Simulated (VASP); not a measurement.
Runs of VASP 6.6.1 on SnTe. The structure is that of space group P6_3/mmc (No. 194), or close to it. The cells are those of the table. 

```tsv
level	potentials or basis	spin	cell	k mesh	smearing	gap on the mesh (eV)	pressure (GPa)
LDA	VASP PAW LDA potentials, release 64 (Sn_d, Te)	off	a = 5.276, b = 5.276, c = 6.295 Å, angles 90.0, 90.0, 120.0°, 4 atoms	6 × 6 × 4	fermi-dirac 0.02 eV	(b)	0.0
PBE	VASP PAW PBE potentials, release 64 (Sn_d, Te)	off	a = 5.388, b = 5.388, c = 6.424 Å, angles 90.0, 90.0, 120.0°, 4 atoms	6 × 6 × 2	gaussian 0.01 eV	0.42	1.0
PBE	VASP PAW PBE potentials, release 64 (Sn_d, Te)	off	a = 5.419, b = 5.419, c = 6.472 Å, angles 90.0, 90.0, 120.0°, 4 atoms	6 × 6 × 4	fermi-dirac 0.02 eV	0.48	0.0
PBE	VASP PAW PBE potentials, release 64 (Sn_d, Te)	non-collinear, zero start, SOC	a = 5.388, b = 5.388, c = 6.424 Å, angles 90.0, 90.0, 120.0°, 4 atoms	6 × 6 × 4	fermi-dirac 0.02 eV	-	0.7
LDA	VASP PAW LDA potentials, release 64 (Sn_d, Te)	off	a = 5.388, b = 5.388, c = 6.424 Å, angles 90.0, 90.0, 120.0°, 4 atoms	6 × 6 × 4	gaussian 0.01 eV	0.41	(a)
PBEsol	VASP PAW PBE potentials, release 64 (Sn_d, Te)	off	a = 5.330, b = 5.330, c = 6.353 Å, angles 90.0, 90.0, 120.0°, 4 atoms	6 × 6 × 4	fermi-dirac 0.02 eV	0.34	0.0
r2SCAN	VASP PAW PBE potentials, release 64 (Sn_d, Te)	off	a = 5.388, b = 5.388, c = 6.424 Å, angles 90.0, 90.0, 120.0°, 4 atoms	6 × 6 × 4	fermi-dirac 0.02 eV	0.51	0.0
PBE	VASP PAW PBE potentials, release 64 (Sn_d, Te)	off	a = 5.388, b = 5.388, c = 6.424 Å, angles 90.0, 90.0, 120.0°, 4 atoms	6 × 6 × 4	fermi-dirac 0.02 eV	(c)	0.6
```

Alike in all rows: task single point; cutoff (eV) 520.

**Question.** Estimate the missing entries.

**Answer.** (a) -2.0; (b) 0.21; (c) 0.44.

Caveats: some runs use coarse meshes; spin-orbit coupling is left out, which moves the levels of the heavy elements (at least some runs); the PAW data sets were made with another functional, which shifts forces and pressure a little (at least some runs).

A k mesh can miss the band edges, and rows without SOC leave out spin-orbit coupling on Sn, Te.
